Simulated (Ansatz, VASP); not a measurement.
## Ti3Al: VASP beside Ansatz

Contents of INCAR:

```
ALGO = Fast
EDIFF = 1E-7
ENCUT = 520
GGA = PE
ISIF = 2
ISMEAR = 0
LASPH = True
LCHARG = True
LELF = True
LREAL = False
LVHAR = True
LWAVE = False
NBANDS = 28
NELM = 60
PREC = Accurate
SIGMA = 0.1
```

KPOINTS

```
k-points
0
Gamma
  18 18 6
```

POSCAR

```
Ti3Al
1.0
    2.9300104077      0.0000000000      0.0000000000
   -1.4650052039      2.5374634464      0.0000000000
    0.0000000000      0.0000000000      9.2320621953
Ti Al
3 1
Direct
    0.6666666667      0.3333333333      0.0000000000
    0.3333333333      0.6666666667      0.7504624218
    0.3333333333      0.6666666667      0.2495375782
    0.6666666667      0.3333333333      0.5000000000
```

Input for Ansatz:

```yaml
crystal:
  lattice:
    - [2.9300104077, 0.0, 0.0]
    - [-1.4650052039, 2.5374634464, 0.0]
    - [0.0, 0.0, 9.2320621953]
  atoms:
    - { symbol: Ti, position: [0.6666666667, 0.3333333333, 0.0] }
    - { symbol: Ti, position: [0.3333333333, 0.6666666667, 0.7504624218] }
    - { symbol: Ti, position: [0.3333333333, 0.6666666667, 0.2495375782] }
    - { symbol: Al, position: [0.6666666667, 0.3333333333, 0.5] }
basis:
  ecutwfc: 420
kpoints:
  mp_grid: { grid: [18, 18, 6] }
  band_path:
    path:
      - [[0.0, 0.0, 0.0], [0.5, 0.0, 0.0], [0.33333333, 0.33333333, 0.0], [0.0, 0.0, 0.0], [0.0, 0.0, 0.5], [0.5, 0.0, 0.5], [0.33333333, 0.33333333, 0.5], [0.0, 0.0, 0.5]]
      - [[0.5, 0.0, 0.5], [0.5, 0.0, 0.0]]
      - [[0.33333333, 0.33333333, 0.5], [0.33333333, 0.33333333, 0.0]]
    npoints: 14
hamiltonian:
  xc: pbe
scf:
  occupations: { method: gaussian, width: 0.1 }
  n_extra_bands: 10
output:
  forces: true
  stress: true
  eigenvalues: true
  populations: true
  dos: { projected: true, de: 0.02, nscf_kmesh: { grid: [22, 22, 8] } }
  bader: true
  write_density: true
  write_potential: true
  elf: true
  volumetric_format: npy
```

Alike in both runs: task single point; functional PBE; k mesh 18 × 18 × 6; occupations gaussian, width 0.1 eV; no spin polarisation.

|  | VASP | Ansatz |
| --- | --- | --- |
| version | VASP 6.6.1 | Ansatz 0.2.0 |
| potentials or method | VASP PAW PBE potentials, release 64 (Ti_sv, Al), cutoff 520 eV | scalar-relativistic, plane waves, PAW |
| valence electrons in the cell | 39 | 39 |

Ansatz gave:

* gap on the k mesh at the Fermi level (eV): none
* pressure (GPa): 0.0

Question: Which values does VASP return?

Answer: gap on the k mesh at the Fermi level (eV): none; pressure (GPa): -0.2.

A gap of «none» marks a metal or a gap that the smearing closes.
